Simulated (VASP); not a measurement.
# CrO2 (P4_2/mnm) in VASP: single point with PBE+U

Aim: the single point of CrO2 with PBE+U.

Program: VASP 6.6.1. These are calculated values, not measurements. Logs are shortened: lines on timing, memory, paths and dates and some standing lists are left out, and cuts for length are marked.

## 1. The cell of the first run

The structure is tetragonal, space group P4_2/mnm (No. 136). Conventional cell: a = 4.547 Å, b = 4.547 Å, c = 2.999 Å, α = 90.00°, β = 90.00°, γ = 90.00°. Within 2.6 Å of Cr (site symmetry mmm) lie 6 O at 1.96 Å. Within 2.6 Å of O (site symmetry m2m) lie 3 Cr at 1.96 Å and 1 O at 2.52 Å.

## 2. Single point, PBE+U, collinear spin, ferrimagnetic start (10.34 Å³/atom)

Input file INCAR:

```
SYSTEM = CrO2
PREC = Accurate
ENCUT = 520
EDIFF = 1E-7
ISMEAR = 0
SIGMA = 0.05
LREAL = .FALSE.
LASPH = .TRUE.
NELM = 150
ALGO = Normal
ISIF = 2
LWAVE = .FALSE.
LCHARG = .TRUE.
ISPIN = 2
MAGMOM = 2.38 2.38 -0.33 -0.33 -0.33 -0.33
LORBIT = 11
LMAXMIX = 4
LDAU = .TRUE.
LDAUTYPE = 2
LDAUL = 2 -1
LDAUU = 3.7 0
LDAUJ = 0 0
LDAUPRINT = 1
GGA = PE
LELF = .TRUE.
LVHAR = .TRUE.
NBANDS = 37
```

Input file KPOINTS:

```
Automatic mesh
0
G
  6 6 8
  0 0 0
```

Input file POSCAR:

```
CrO2
1.0
    4.5470755336      0.0000000000      0.0000000000
    0.0000000000      4.5470755336      0.0000000000
    0.0000000000      0.0000000000      2.9992822007
Cr O
2 4
Direct
    0.0000000000      0.0000000000      0.0000000000
    0.5000000000      0.5000000000      0.5000000000
    0.3041429866      0.3041429866      0.0000000000
    0.1958570134      0.8041429866      0.5000000000
    0.6958570134      0.6958570134      0.0000000000
    0.8041429866      0.1958570134      0.5000000000
```

Potentials or basis: VASP PAW PBE potentials, release 64 (Cr_pv, O).

The run is started by

```sh
> cat potpaw_PBE.64/Cr_pv/POTCAR potpaw_PBE.64/O/POTCAR > POTCAR
> mpirun -np 1 vasp_std > vasp.out
```

OUTCAR:

```text
SYSTEM = CrO2
   PREC = Accurate
   ENCUT = 520
   EDIFF = 1E-7
   ISMEAR = 0
   LREAL = .FALSE.
   LASPH = .TRUE.
   NELM = 150
   ISIF = 2
   ISPIN = 2
   LORBIT = 11
   GGA = PE

 ion  position               nearest neighbor table
   1  0.000  0.000  0.000-   3 1.96   5 1.96   4 1.96   6 1.96   4 1.96   6 1.96
   2  0.500  0.500  0.500-   4 1.96   6 1.96   5 1.96   3 1.96   3 1.96   5 1.96
   3  0.304  0.304  0.000-   1 1.96   2 1.96   2 1.96
   4  0.196  0.804  0.500-   2 1.96   1 1.96   1 1.96
   5  0.696  0.696  0.000-   1 1.96   2 1.96   2 1.96
   6  0.804  0.196  0.500-   2 1.96   1 1.96   1 1.96

  LATTYP: Found a simple tetragonal cell.
 ALAT       =     4.5470755336
 C/A-ratio  =     0.6596068569

  Lattice vectors:

 A1 = (   4.5470755336,   0.0000000000,   0.0000000000)
 A2 = (   0.0000000000,   4.5470755336,   0.0000000000)
 A3 = (   0.0000000000,   0.0000000000,   2.9992822007)

Analysis of symmetry for initial positions (statically):
=====================================================================
 Subroutine PRICEL returns:
 Original cell was already a primitive cell.

 Routine SETGRP: Setting up the symmetry group for a
 simple tetragonal supercell.

 Subroutine GETGRP returns: Found 16 space group operations
 (whereof  8 operations were pure point group operations)
 out of a pool of 16 trial point group operations.

The static configuration has the point symmetry D_2h.
 The point group associated with its full space group is D_4h.

Analysis of symmetry for dynamics (positions and initial velocities):
=====================================================================
 Subroutine PRICEL returns:
 Original cell was already a primitive cell.

 Routine SETGRP: Setting up the symmetry group for a
 simple tetragonal supercell.

 Subroutine GETGRP returns: Found 16 space group operations
 (whereof  8 operations were pure point group operations)
 out of a pool of 16 trial point group operations.

The dynamic configuration has the point symmetry D_2h.
 The point group associated with its full space group is D_4h.

Analysis of structural, dynamic, and magnetic symmetry:
=====================================================================
 Subroutine PRICEL returns:
 Original cell was already a primitive cell.

 Routine SETGRP: Setting up the symmetry group for a
 simple tetragonal supercell.

 Subroutine GETGRP returns: Found 16 space group operations
 (whereof  8 operations were pure point group operations)
 out of a pool of 16 trial point group operations.

The overall configuration has the point symmetry D_2h.
 The point group associated with its full space group is D_4h.

 Subroutine INISYM returns: Found 16 space group operations
 (whereof  8 operations are pure point group operations),
 and found     1 'primitive' translations

----------------------------------------------------------------------------------------

                                     Primitive cell

  volume of cell :      62.0128

  direct lattice vectors                    reciprocal lattice vectors
     4.547075534  0.000000000  0.000000000     0.219921572  0.000000000  0.000000000
     0.000000000  4.547075534  0.000000000     0.000000000  0.219921572  0.000000000
     0.000000000  0.000000000  2.999282201     0.000000000  0.000000000  0.333413108

  length of vectors
     4.547075534  4.547075534  2.999282201     0.219921572  0.219921572  0.333413108

  position of ions in fractional coordinates (direct lattice)
     0.000000000  0.000000000  0.000000000
     0.500000000  0.500000000  0.500000000
     0.304142987  0.304142987  0.000000000
     0.195857013  0.804142987  0.500000000
     0.695857013  0.695857013  0.000000000
     0.804142987  0.195857013  0.500000000

  ion indices of the primitive-cell ions
   primitive index   ion index
                 1           1
                 2           2
                 3           3
                 4           4
                 5           5
                 6           6

----------------------------------------------------------------------------------------

 KPOINTS: Automatic mesh
[... 100 lines left out ...]
   IVDW    =     0    specifies the selected vdW correction
   LEPSILON=     F    determine dielectric tensor
   LRPA    =     F    only Hartree local field effects (RPA)
 spin polarized calculation
 Gauss-broadening in eV      SIGMA  =   0.05
  energy-cutoff  :      520.00
  volume of cell :       62.01
 maximum number of plane-waves:      1691
 NGX is ok and might be reduce to    36
   NGX = 17   NGY = 17   NGZ = 11

atom =   1  type =  1  l = 2

 onsite density matrix

spin component  1

  0.5791  0.0000  0.2532  0.0000  0.0000
  0.0000  0.6173  0.0000  0.2405  0.0000
  0.2532  0.0000  0.7767  0.0000 -0.0000
  0.0000  0.2405  0.0000  0.6173  0.0000
  0.0000  0.0000 -0.0000  0.0000  0.6004

spin component  2

  0.1978  0.0000 -0.0975  0.0000  0.0000
  0.0000  0.1686  0.0000 -0.0997  0.0000
 -0.0975  0.0000  0.1171  0.0000 -0.0000
  0.0000 -0.0997  0.0000  0.1686  0.0000
  0.0000  0.0000 -0.0000  0.0000  0.0759

 occupancies and eigenvectors

  o =  0.0519  v =  0.0000  0.0000  0.0000  0.0000  0.0000 -0.5558  0.0000 -0.8313  0.0000 -0.0000      0.0000  0.0000  0.0000  0.0000  0.0000  0.0000  0.0000  0.0000  0.0000  0.0000
  o =  0.0689  v =  0.0000  0.0000  0.0000  0.0000  0.0000  0.0000 -0.7071  0.0000 -0.7071 -0.0000      0.0000  0.0000  0.0000  0.0000  0.0000  0.0000  0.0000  0.0000  0.0000  0.0000
  o =  0.0759  v =  0.0000  0.0000  0.0000  0.0000  0.0000 -0.0000 -0.0000 -0.0000  0.0000  1.0000      0.0000  0.0000  0.0000  0.0000  0.0000  0.0000  0.0000  0.0000  0.0000  0.0000
  o =  0.2630  v =  0.0000  0.0000  0.0000  0.0000  0.0000 -0.8313  0.0000  0.5558  0.0000 -0.0000      0.0000  0.0000  0.0000  0.0000  0.0000  0.0000  0.0000  0.0000  0.0000  0.0000
  o =  0.2682  v =  0.0000  0.0000  0.0000  0.0000  0.0000  0.0000  0.7071  0.0000 -0.7071  0.0000      0.0000  0.0000  0.0000  0.0000  0.0000  0.0000  0.0000  0.0000  0.0000  0.0000
  o =  0.3768  v =  0.0000 -0.7071 -0.0000  0.7071  0.0000  0.0000  0.0000  0.0000  0.0000  0.0000      0.0000  0.0000  0.0000  0.0000  0.0000  0.0000  0.0000  0.0000  0.0000  0.0000
  o =  0.4061  v = -0.8257  0.0000  0.5642  0.0000  0.0000  0.0000  0.0000  0.0000  0.0000  0.0000      0.0000  0.0000  0.0000  0.0000  0.0000  0.0000  0.0000  0.0000  0.0000  0.0000
  o =  0.6004  v =  0.0000 -0.0000  0.0000  0.0000 -1.0000  0.0000  0.0000  0.0000  0.0000  0.0000      0.0000  0.0000  0.0000  0.0000  0.0000  0.0000  0.0000  0.0000  0.0000  0.0000
  o =  0.8578  v =  0.0000  0.7071 -0.0000  0.7071  0.0000  0.0000  0.0000  0.0000  0.0000  0.0000      0.0000  0.0000  0.0000  0.0000  0.0000  0.0000  0.0000  0.0000  0.0000  0.0000
  o =  0.9497  v = -0.5642  0.0000 -0.8257  0.0000 -0.0000  0.0000  0.0000  0.0000  0.0000  0.0000      0.0000  0.0000  0.0000  0.0000  0.0000  0.0000  0.0000  0.0000  0.0000  0.0000

atom =   2  type =  1  l = 2

 onsite density matrix

spin component  1

  0.5791  0.0000 -0.2532  0.0000  0.0000
  0.0000  0.6173  0.0000 -0.2405  0.0000
 -0.2532  0.0000  0.7767  0.0000 -0.0000
  0.0000 -0.2405  0.0000  0.6173  0.0000
  0.0000  0.0000 -0.0000  0.0000  0.6004

spin component  2

  0.1978  0.0000  0.0975  0.0000 -0.0000
  0.0000  0.1686  0.0000  0.0997  0.0000
  0.0975  0.0000  0.1171  0.0000 -0.0000
  0.0000  0.0997  0.0000  0.1686  0.0000
 -0.0000  0.0000 -0.0000  0.0000  0.0759

 occupancies and eigenvectors

  o =  0.0519  v =  0.0000  0.0000  0.0000  0.0000  0.0000 -0.5558  0.0000  0.8313  0.0000  0.0000      0.0000  0.0000  0.0000  0.0000  0.0000  0.0000  0.0000  0.0000  0.0000  0.0000
  o =  0.0689  v =  0.0000  0.0000  0.0000  0.0000  0.0000  0.0000  0.7071 -0.0000 -0.7071 -0.0000      0.0000  0.0000  0.0000  0.0000  0.0000  0.0000  0.0000  0.0000  0.0000  0.0000
  o =  0.0759  v =  0.0000  0.0000  0.0000  0.0000  0.0000 -0.0000 -0.0000  0.0000  0.0000 -1.0000      0.0000  0.0000  0.0000  0.0000  0.0000  0.0000  0.0000  0.0000  0.0000  0.0000
  o =  0.2630  v =  0.0000  0.0000  0.0000  0.0000  0.0000 -0.8313  0.0000 -0.5558  0.0000  0.0000      0.0000  0.0000  0.0000  0.0000  0.0000  0.0000  0.0000  0.0000  0.0000  0.0000
  o =  0.2682  v =  0.0000  0.0000  0.0000  0.0000  0.0000  0.0000  0.7071 -0.0000  0.7071 -0.0000      0.0000  0.0000  0.0000  0.0000  0.0000  0.0000  0.0000  0.0000  0.0000  0.0000
  o =  0.3768  v =  0.0000  0.7071  0.0000  0.7071  0.0000  0.0000  0.0000  0.0000  0.0000  0.0000      0.0000  0.0000  0.0000  0.0000  0.0000  0.0000  0.0000  0.0000  0.0000  0.0000
  o =  0.4061  v = -0.8257  0.0000 -0.5642  0.0000  0.0000  0.0000  0.0000  0.0000  0.0000  0.0000      0.0000  0.0000  0.0000  0.0000  0.0000  0.0000  0.0000  0.0000  0.0000  0.0000
  o =  0.6004  v =  0.0000 -0.0000  0.0000  0.0000  1.0000  0.0000  0.0000  0.0000  0.0000  0.0000      0.0000  0.0000  0.0000  0.0000  0.0000  0.0000  0.0000  0.0000  0.0000  0.0000
  o =  0.8578  v =  0.0000  0.7071  0.0000 -0.7071  0.0000  0.0000  0.0000  0.0000  0.0000  0.0000      0.0000  0.0000  0.0000  0.0000  0.0000  0.0000  0.0000  0.0000  0.0000  0.0000
  o =  0.9497  v = -0.5642  0.0000  0.8257  0.0000 -0.0000  0.0000  0.0000  0.0000  0.0000  0.0000      0.0000  0.0000  0.0000  0.0000  0.0000  0.0000  0.0000  0.0000  0.0000  0.0000

 number of electron      47.9999996 magnetization       4.0000157

 Free energy of the ion-electron system (eV)
  ---------------------------------------------------
  ext. energy  EPLUGINS =         0.00000000
  ---------------------------------------------------
  free energy    TOTEN  =       -44.32542543 eV

  energy without entropy =      -44.32390960  energy(sigma->0) =      -44.32466752

 E-fermi :   4.3214     XC(G=0): -11.4223

 val. band max:        4.3125454843   @ k =   0.5000   0.5000   0.5000
 cond. band min:       4.3230037102   @ k =   0.0000   0.0000   0.5000
 fundamental gap:      0.0104582259
 Fermi energy:         4.3214206743

 spin component 1

 k-point     1 :       0.0000    0.0000    0.0000
  band No.  band energies     occupation
      1     -40.4514      1.00000
      2     -40.4514      1.00000
      3     -40.3805      1.00000
      4     -40.3805      1.00000
      5     -40.2231      1.00000
      6     -40.2138      1.00000
[... 1865 lines left out ...]
     35      15.2986      0.00000
     36      15.2986      0.00000

 [... further k-points ...]

 [bands above 36 left out]

------------------------ aborting loop because EDIFF is reached ----------------------------------------

  FORCE on cell =-STRESS in cart. coord.  units (eV):
  Direction    XX          YY          ZZ          XY          YZ          ZX
  --------------------------------------------------------------------------------------
  -------------------------------------------------------------------------------------
  Total       -2.2652252     -2.2652252     -1.9460316      0.0000000      0.0000000      0.0000000
  in kB      -58.5248490    -58.5248490    -50.2780948      0.0000000      0.0000000      0.0000000
  external PRESSURE =     -55.7759309 kB  Pullay stress =       0.0000000 kB

 VOLUME and BASIS-vectors are now :
 -----------------------------------------------------------------------------
  energy-cutoff  :      520.00
  volume of cell :       62.01
      direct lattice vectors                 reciprocal lattice vectors
     4.547075534  0.000000000  0.000000000     0.219921572  0.000000000  0.000000000
     0.000000000  4.547075534  0.000000000     0.000000000  0.219921572  0.000000000
     0.000000000  0.000000000  2.999282201     0.000000000  0.000000000  0.333413108

 POSITION                                       TOTAL-FORCE (eV/Angst)
 -----------------------------------------------------------------------------------
      0.00000      0.00000      0.00000         0.000000      0.000000     -0.000000
      2.27354      2.27354      1.49964         0.000000      0.000000     -0.000000
      1.38296      1.38296      0.00000        -0.106975     -0.106975     -0.000000
      0.89058      3.65650      1.49964         0.106975     -0.106975     -0.000000
      3.16411      3.16411      0.00000         0.106975      0.106975      0.000000
      3.65650      0.89058      1.49964        -0.106975      0.106975     -0.000000
 -----------------------------------------------------------------------------------
    total drift:                                0.000000      0.000000      0.000000

  FREE ENERGIE OF THE ION-ELECTRON SYSTEM (eV)
  ---------------------------------------------------
  free  energy   TOTEN  =       -44.3254254319 eV

  energy  without entropy=      -44.3239096020  energy(sigma->0) =      -44.32466752

 total charge

# of ion       s       p       d       tot
------------------------------------------
    1        0.339   6.400   3.887  10.627
    2        0.339   6.400   3.887  10.627
    3        1.569   3.431   0.000   5.001
    4        1.569   3.431   0.000   5.001
    5        1.569   3.431   0.000   5.001
    6        1.569   3.431   0.000   5.001
--------------------------------------------------
tot          6.957  26.525   7.774  41.256

 magnetization (x)

# of ion       s       p       d       tot
------------------------------------------
    1        0.030   0.034   2.459   2.523
    2        0.030   0.034   2.459   2.523
    3       -0.007  -0.245   0.000  -0.252
    4       -0.007  -0.245   0.000  -0.252
    5       -0.007  -0.245   0.000  -0.252
    6       -0.007  -0.245   0.000  -0.252
--------------------------------------------------
tot          0.032  -0.912   4.918   4.038
```

Wall time 2.3 min (1 thread of Intel Xeon Platinum 8488C (Sapphire Rapids), shared host); peak memory 0.3 GiB.

What came out:

```yaml
Free_energy: -44.3254 eV
Pressure: -5.6 GPa
Largest_force: 0.151 eV/Å
Band_gap_on_the_k_mesh: zero (filled and empty bands overlap)
Net_moment: 4.00 μB per cell
Site_moments: Cr +2.52; O -0.25 μB
Valence_electrons_inside_the_program's_atomic_spheres: Cr 10.63; O 5.00
```

Forces in eV/Å, atoms in the order of the input:
```
Cr   0.000  0.000  0.000
Cr   0.000  0.000  0.000
O   -0.107 -0.107  0.000
O    0.107 -0.107  0.000
O    0.107  0.107  0.000
O   -0.107  0.107  0.000
```

Eigenvalues of the final occupation matrices:
```
    site  spin  trace               eigenvalues
site 1 d     1   3.19  0.38 0.41 0.60 0.86 0.95
site 1 d     2   0.73  0.05 0.07 0.08 0.26 0.27
site 2 d     1   3.19  0.38 0.41 0.60 0.86 0.95
site 2 d     2   0.73  0.05 0.07 0.08 0.26 0.27
```

Caveat: the cell stands under tension. The state reached can hang on the start; a lower one may exist.
